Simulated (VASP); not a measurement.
# NbC4 (P-43m) in VASP: a series of runs, part 3 of 3

VASP 6.6.1. Earlier steps stand in the parts before.

## 6. Single point, PBE

INCAR reads:

```
SYSTEM = NbC4
PREC = Accurate
ENCUT = 910
EDIFF = 1E-6
ISMEAR = 0
SIGMA = 0.1
LREAL = .FALSE.
LASPH = .TRUE.
NELM = 120
ALGO = Normal
ISIF = 2
LWAVE = .FALSE.
LCHARG = .TRUE.
GGA = PE
LELF = .TRUE.
LVHAR = .TRUE.
NBANDS = 22
GGA_COMPAT = .FALSE.
```

KPOINTS reads:

```
regular mesh
0
G
  10 10 10
  0 0 0
```

POSCAR reads:

```
NbC4
1.0
    3.6052813397      0.0000000000      0.0000000000
    0.0000000000      3.6052813397      0.0000000000
    0.0000000000      0.0000000000      3.6052813397
Nb C
1 4
Direct
    0.0000000000      0.0000000000      0.0000000000
    0.3489903008      0.6510096992      0.6510096992
    0.6510096992      0.3489903008      0.6510096992
    0.6510096992      0.6510096992      0.3489903008
    0.3489903008      0.3489903008      0.3489903008
```

Potentials or basis: VASP PAW PBE potentials, release 64 (Nb_sv, C_h).

The run is started by

```sh
cat potpaw_PBE.64/Nb_sv/POTCAR potpaw_PBE.64/C_h/POTCAR > POTCAR
mpirun -np 1 vasp_std > vasp.out
```

OUTCAR:

```text
SYSTEM = NbC4
   PREC = Accurate
   ENCUT = 910
   EDIFF = 1E-6
   ISMEAR = 0
   LREAL = .FALSE.
   LASPH = .TRUE.
   NELM = 120
   ISIF = 2
   GGA = PE

 ion  position               nearest neighbor table
   1  0.000  0.000  0.000-   2 2.18   3 2.18   4 2.18   5 2.18
   2  0.349  0.651  0.651-   1 2.18
   3  0.651  0.349  0.651-   1 2.18
   4  0.651  0.651  0.349-   1 2.18
   5  0.349  0.349  0.349-   1 2.18

  LATTYP: Found a simple cubic cell.
 ALAT       =     3.6052813397

  Lattice vectors:

 A1 = (   3.6052813397,   0.0000000000,   0.0000000000)
 A2 = (   0.0000000000,   3.6052813397,   0.0000000000)
 A3 = (   0.0000000000,   0.0000000000,   3.6052813397)

Analysis of symmetry for initial positions (statically):
=====================================================================
 Subroutine PRICEL returns:
 Original cell was already a primitive cell.

 Routine SETGRP: Setting up the symmetry group for a
 simple cubic supercell.

 Subroutine GETGRP returns: Found 24 space group operations
 (whereof 24 operations were pure point group operations)
 out of a pool of 48 trial point group operations.

The static configuration has the point symmetry T_d .

Analysis of symmetry for dynamics (positions and initial velocities):
=====================================================================
 Subroutine PRICEL returns:
 Original cell was already a primitive cell.

 Routine SETGRP: Setting up the symmetry group for a
 simple cubic supercell.

 Subroutine GETGRP returns: Found 24 space group operations
 (whereof 24 operations were pure point group operations)
 out of a pool of 48 trial point group operations.

The dynamic configuration has the point symmetry T_d .

 Subroutine INISYM returns: Found 24 space group operations
 (whereof 24 operations are pure point group operations),
 and found     1 'primitive' translations

----------------------------------------------------------------------------------------

                                     Primitive cell

  volume of cell :      46.8616

  direct lattice vectors                    reciprocal lattice vectors
     3.605281340  0.000000000  0.000000000     0.277370864  0.000000000  0.000000000
     0.000000000  3.605281340  0.000000000     0.000000000  0.277370864  0.000000000
     0.000000000  0.000000000  3.605281340     0.000000000  0.000000000  0.277370864

  length of vectors
     3.605281340  3.605281340  3.605281340     0.277370864  0.277370864  0.277370864

  position of ions in fractional coordinates (direct lattice)
     0.000000000  0.000000000  0.000000000
     0.348990301  0.651009699  0.651009699
     0.651009699  0.348990301  0.651009699
     0.651009699  0.651009699  0.348990301
     0.348990301  0.348990301  0.348990301

  ion indices of the primitive-cell ions
   primitive index   ion index
                 1           1
                 2           2
                 3           3
                 4           4
                 5           5

----------------------------------------------------------------------------------------

 KPOINTS: regular mesh

Automatic generation of k-mesh.
 Grid dimensions read from file:
 generate k-points for:   10   10   10

 Generating k-lattice:

  Cartesian coordinates                     Fractional coordinates (reciprocal lattice)
     0.027737086  0.000000000  0.000000000     0.100000000  0.000000000  0.000000000
     0.000000000  0.027737086  0.000000000     0.000000000  0.100000000  0.000000000
     0.000000000  0.000000000  0.027737086     0.000000000  0.000000000  0.100000000

  Length of vectors
     0.027737086  0.027737086  0.027737086

  Shift w.r.t. Gamma in fractional coordinates (k-lattice)
     0.000000000  0.000000000  0.000000000

 Subroutine IBZKPT returns following result:
 ===========================================

 Found     56 irreducible k-points:

 Following reciprocal coordinates:
            Coordinates               Weight
  0.000000  0.000000  0.000000      1.000000
  0.100000  0.000000  0.000000      6.000000
  0.200000  0.000000  0.000000      6.000000
  0.300000  0.000000  0.000000      6.000000
  0.400000  0.000000  0.000000      6.000000
  0.500000  0.000000  0.000000      3.000000
[... 16 lines left out ...]
  0.200000  0.100000  0.100000     24.000000
  0.300000  0.100000  0.100000     24.000000
 [... further k-points ...]
   k-points           NKPTS =     56   k-points in BZ     NKDIM =     56   number of bands    NBANDS=     22
   number of dos      NEDOS =    301   number of ions     NIONS =      5
   total plane-waves  NPLWV =  46656
   dimension x,y,z NGX =    36 NGY =   36 NGZ =   36
   dimension x,y,z NGXF=    72 NGYF=   72 NGZF=   72
   ions per type =               1   4
   NGX,Y,Z   is equivalent  to a cutoff of  16.60, 16.60, 16.60 a.u.
   NGXF,Y,Z  is equivalent  to a cutoff of  33.20, 33.20, 33.20 a.u.
 SYSTEM =  NbC4
   PREC   = accura    normal or accurate (medium, high low for compatibility)
   ISTART =      0    job   : 0-new  1-cont  2-samecut
   ICHARG =      2    charge: 1-file 2-atom 10-const
   ISPIN  =      1    spin polarized calculation?
   LNONCOLLINEAR =      F non collinear calculations
   LSORBIT =      F    spin-orbit coupling
   LASPH  =      T    aspherical Exc in radial PAW
   ENCUT  =  910.0 eV  66.88 Ry    8.18 a.u.   8.87  8.87  8.87*2*pi/ulx,y,z
   NELM   =    120;   NELMIN=  2; NELMDL= -5     # of ELM steps
   EDIFF  = 0.1E-05   stopping-criterion for ELM
   LREAL  =      F    real-space projection
   EDIFFG = 0.1E-04   stopping-criterion for IOM
   NSW    =      0    number of steps for IOM
   IBRION =     -1    ionic relax: 0-MD 1-quasi-New 2-CG
   NFREE  =      0    steps in history (QN), initial steepest desc. (CG)
   ISIF   =      2    stress and relaxation
   ISYM   =      2    0-nonsym 1-usesym 2-fastsym
   POTIM  = 0.5000    time-step for ionic-motion
   TEBEG  =    0.0;   TEEND  =   0.0 temperature during run
   PSTRESS=    0.0 pullay stress
   NELECT =      29.0000    total number of electrons
   NUPDOWN=      -1.0000    fix difference up-down
   EMIN   =  10.00;   EMAX   =-10.00  energy-range for DOS
   EFERMI =   0.00;   METHOD = LEGACY
   ISMEAR =     0;   SIGMA  =   0.10  broadening in eV -4-tet -1-fermi 0-gaus
   EFERMI_NEDOS =   21; number of points for ismear=-14 and -15
   IALGO  =     38    algorithm
   IMIX   =      4    mixing-type and parameters
     AMIX     =   0.40;   BMIX     =  1.00
     AMIX_MAG =   1.60;   BMIX_MAG =  1.00
  volume/ion in A,a.u.               =       9.37        63.25
  Fermi-wavevector in a.u.,A,eV,Ry     =   1.395088  2.636334 26.480626  1.946271
  Thomas-Fermi vector in A             =   2.518574
   LORBIT       =      0    0 simple, 1 ext, 2 COOP (PROOUT), +10 PAW based schemes
   GGA     = PE    functional components
   LHFCALC =     F    Hartree Fock is set to
   AEXX    =    0.0000 exact exchange contribution
   IVDW    =     0    specifies the selected vdW correction
   LEPSILON=     F    determine dielectric tensor
   LRPA    =     F    only Hartree local field effects (RPA)
 non-spin polarized calculation
 Gauss-broadening in eV      SIGMA  =   0.10
  energy-cutoff  :      910.00
  volume of cell :       46.86
 maximum number of plane-waves:      2968
 NGX is ok and might be reduce to    36
   NGX = 17   NGY = 17   NGZ = 17

 number of electron      29.0000000 magnetization

 Free energy of the ion-electron system (eV)
  ---------------------------------------------------
  ext. energy  EPLUGINS =         0.00000000
  ---------------------------------------------------
  free energy    TOTEN  =       -39.55704415 eV

  energy without entropy =      -39.54782058  energy(sigma->0) =      -39.55243236

 E-fermi :   9.5737     XC(G=0): -12.2280

 val. band max:        9.5655960897   @ k =   0.2000   0.2000   0.0000
 cond. band min:       9.5816961531   @ k =   0.5000   0.4000   0.4000
 fundamental gap:      0.0161000634
 Fermi energy:         9.5736921744

 k-point     1 :       0.0000    0.0000    0.0000
  band No.  band energies     occupation
      1     -46.4968      2.00000
      2     -22.4940      2.00000
      3     -22.4940      2.00000
      4     -22.4940      2.00000
      5     -11.4686      2.00000
      6       0.7602      2.00000
[... 14 lines left out ...]
     21      14.5539      0.00000
     22      14.5539      0.00000
[... 552 lines left out ...]
  band No.  band energies     occupation
      1     -46.4919      2.00000
      2     -22.5670      2.00000
      3     -22.4965      2.00000
      4     -22.4953      2.00000
      5     -11.2185      2.00000
      6      -1.5537      2.00000
[... 14 lines left out ...]
     21      16.1815      0.00000
     22      16.9661      0.00000

 [... further k-points ...]
[... 5 lines left out ...]
  --------------------------------------------------------------------------------------
  -------------------------------------------------------------------------------------
  Total       -0.0821936     -0.0821936     -0.0821936      0.0000000      0.0000000      0.0000000
  in kB       -2.8101620     -2.8101620     -2.8101620      0.0000000      0.0000000      0.0000000
  external PRESSURE =      -2.8101620 kB  Pullay stress =       0.0000000 kB

 VOLUME and BASIS-vectors are now :
 -----------------------------------------------------------------------------
  energy-cutoff  :      910.00
  volume of cell :       46.86
      direct lattice vectors                 reciprocal lattice vectors
     3.605281340  0.000000000  0.000000000     0.277370864  0.000000000  0.000000000
     0.000000000  3.605281340  0.000000000     0.000000000  0.277370864  0.000000000
     0.000000000  0.000000000  3.605281340     0.000000000  0.000000000  0.277370864

 POSITION                                       TOTAL-FORCE (eV/Angst)
 -----------------------------------------------------------------------------------
      0.00000      0.00000      0.00000         0.000000     -0.000000     -0.000000
      1.25821      2.34707      2.34707        -0.017464      0.017464      0.017464
      2.34707      1.25821      2.34707         0.017464     -0.017464      0.017464
      2.34707      2.34707      1.25821         0.017464      0.017464     -0.017464
      1.25821      1.25821      1.25821        -0.017464     -0.017464     -0.017464
 -----------------------------------------------------------------------------------
    total drift:                                0.000000      0.000000     -0.000000

  FREE ENERGIE OF THE ION-ELECTRON SYSTEM (eV)
  ---------------------------------------------------
  free  energy   TOTEN  =       -39.5570441493 eV

  energy  without entropy=      -39.5478205782  energy(sigma->0) =      -39.55243236
```

OSZICAR:

```text
N       E                     dE             d eps       ncg     rms          rms(c)
DAV:   1     0.312810853396E+03    0.31281E+03   -0.20598E+04  2464   0.200E+03
DAV:   2    -0.134790823731E+02   -0.32629E+03   -0.31194E+03  2786   0.500E+02
DAV:   3    -0.447416726408E+02   -0.31263E+02   -0.29568E+02  3780   0.129E+02
DAV:   4    -0.465004125196E+02   -0.17587E+01   -0.17435E+01  3790   0.285E+01
DAV:   5    -0.465829401362E+02   -0.82528E-01   -0.82406E-01  3890   0.599E+00    0.130E+01
DAV:   6    -0.398917243069E+02    0.66912E+01   -0.26737E+01  3728   0.328E+01    0.517E+00
DAV:   7    -0.396839701201E+02    0.20775E+00   -0.80683E+00  3770   0.190E+01    0.326E+00
DAV:   8    -0.395978938461E+02    0.86076E-01   -0.12849E+00  3896   0.701E+00    0.168E+00
DAV:   9    -0.395686020064E+02    0.29292E-01   -0.50616E-01  3834   0.467E+00    0.616E-01
DAV:  10    -0.395571654545E+02    0.11437E-01   -0.39601E-02  3868   0.148E+00    0.180E-01
DAV:  11    -0.395579358711E+02   -0.77042E-03   -0.13413E-02  4102   0.677E-01    0.169E-01
DAV:  12    -0.395570358830E+02    0.89999E-03   -0.38705E-03  3772   0.401E-01    0.268E-02
DAV:  13    -0.395571053131E+02   -0.69430E-04   -0.26087E-04  3838   0.136E-01    0.442E-02
DAV:  14    -0.395570436338E+02    0.61679E-04   -0.18103E-04  3870   0.836E-02    0.576E-03
DAV:  15    -0.395570442705E+02   -0.63673E-06   -0.12702E-05  3460   0.228E-02    0.301E-03
DAV:  16    -0.395570441493E+02    0.12124E-06   -0.44916E-07  2112   0.579E-03
   1 F= -.39557044E+02 E0= -.39552432E+02  d E =-.922357E-02
```

stdout:

```text
POSCAR found type information on POSCAR NbC
 POSCAR found :  2 types and       5 ions
 scaLAPACK will be used
 LDA part: xc-table for (Slater+PW92), standard interpolation
 POSCAR, INCAR and KPOINTS ok, starting setup
 FFT: planning ... GRIDC
 FFT: planning ... GRID_SOFT
 FFT: planning ... GRID
 WAVECAR not read
 entering main loop
```

Run time: 1.7 min. Hardware: 1 thread of Intel Xeon Platinum 8259CL at 2.50GHz (Skylake/Cascade Lake), shared host; peak memory 0.28 GiB.

Results:

```yaml
Free_energy: -39.5570 eV
Pressure: -0.3 GPa
Largest_force: 0.030 eV/Å
```

Forces on the atoms (eV/Å):
```
Nb   0.000  0.000  0.000
C   -0.017  0.017  0.017
C    0.017 -0.017  0.017
C    0.017  0.017 -0.017
C   -0.017 -0.017 -0.017
```

Caveat: the cutoff is under 1.25 times the usual one of these potentials, so pressure, stress and relaxed cells hold a basis-set (Pulay) error.

## 7. Single point, PBE

This run uses another cell than the first one, of 9.35 Å³/atom, 0.997 times its volume.

INCAR reads:

```
SYSTEM = NbC4
PREC = Accurate
ENCUT = 910
EDIFF = 1E-6
ISMEAR = 0
SIGMA = 0.1
LREAL = .False.
LASPH = .True.
NELM = 120
ALGO = Normal
ISIF = 2
LWAVE = .False.
LCHARG = .False.
GGA = PE
NBANDS = 22
GGA_COMPAT = .False.
```

KPOINTS reads:

```
Automatic mesh
0
Gamma
  4 4 4
  0 0 0
```

POSCAR reads:

```
NbC4
1.0
    3.6022330744      0.0000000000      0.0000000000
    0.0000000000      3.6022330744      0.0000000000
    0.0000000000      0.0000000000      3.6022330744
Nb C
1 4
Direct
    0.0000000000      0.0000000000      0.0000000000
    0.3487339855      0.6512660145      0.6512660145
    0.6512660145      0.3487339855      0.6512660145
    0.6512660145      0.6512660145      0.3487339855
    0.3487339855      0.3487339855      0.3487339855
```

The run is started by

```sh
cat potpaw_PBE.64/Nb_sv/POTCAR potpaw_PBE.64/C_h/POTCAR > POTCAR
mpirun -np 1 vasp_std > vasp.out
```

It took 44 s on 1 thread of AMD EPYC 7R43 (Zen 3), shared host; peak memory 0.18 GiB.

Results (log left out):

- Free energy: -39.6496 eV
- Pressure: -0.5 GPa
- Largest force: 0.028 eV/Å

Forces on the atoms (eV/Å):
```
Nb   0.000  0.000  0.000
C   -0.016  0.016  0.016
C    0.016 -0.016  0.016
C    0.016  0.016 -0.016
C   -0.016 -0.016 -0.016
```

Levels at points of the mesh, in eV from the Fermi level:
```csv
k point,band 10,band 11,band 12,band 13,band 14,band 15,band 16,band 17,band 18,band 19
"(0.00, 0.00, 0.00)",-5.60,-5.60,-2.83,-2.83,-2.83,1.54,1.54,3.11,3.11,3.11
"(0.50, 0.00, 0.00)",-3.82,-3.33,-3.33,-2.61,-2.35,-1.35,0.99,1.93,1.93,1.97
"(0.50, 0.50, 0.00)",-6.10,-4.42,-4.42,-0.95,0.51,0.93,1.52,2.43,2.43,4.52
"(0.50, 0.50, 0.50)",-4.52,-4.52,-3.16,0.47,0.47,1.43,1.43,1.43,2.08,2.08
```

Caveat: the k points lie up to 0.44 Å⁻¹ apart; the cutoff is under 1.25 times the usual one of these potentials, so pressure, stress and relaxed cells hold a basis-set (Pulay) error.

## 8. Overview

```csv
task,potentials or basis,spin,cell,k mesh,cutoff (eV),second run,gap on the mesh (eV),pressure (GPa),relaxed volume (Å³/atom),largest force (eV/Å)
single point,"VASP PAW PBE potentials, release 64 (Nb_sv, C)",off,"a = 3.605 Å, 5 atoms",10 × 10 × 10,520,-,none,0.2,-,0.14
relaxation of cell and atoms,"VASP PAW PBE potentials, release 64 (Nb_sv, C)",off,"relaxed from a = 3.602 Å, 5 atoms",6 × 6 × 6,600,-,none,0.1,9.36,0.01
single point,"VASP PAW PBE potentials, release 64 (Nb_sv, C)","collinear, ferromagnetic start","a = 3.607 Å, 5 atoms",6 × 6 × 6,520,-,none,-0.1,-,0.14
relaxation of cell and atoms,"VASP PAW PBE potentials, release 64 (Nb_sv, C)",off,"relaxed from a = 3.607 Å, 5 atoms",10 × 10 × 10,600,-,none,0.0,9.36,-
single point,"VASP PAW PBE potentials, release 64 (Nb_sv, C_h)",off,"a = 3.605 Å, 5 atoms",10 × 10 × 10,910,hard_potentials,none,-0.3,-,0.03
single point,"VASP PAW PBE potentials, release 64 (Nb_sv, C_h)",off,"a = 3.602 Å, 5 atoms",4 × 4 × 4,910,hard_potentials,none,-0.5,-,0.03
```

Alike in all rows: level PBE; smearing gaussian 0.1 eV.

Caveats: some runs use coarse meshes; the cutoff is under 1.25 times the usual one of these potentials, so pressure, stress and relaxed cells hold a basis-set (Pulay) error (some runs).

Absolute energies hang on the potentials; compare differences alone.
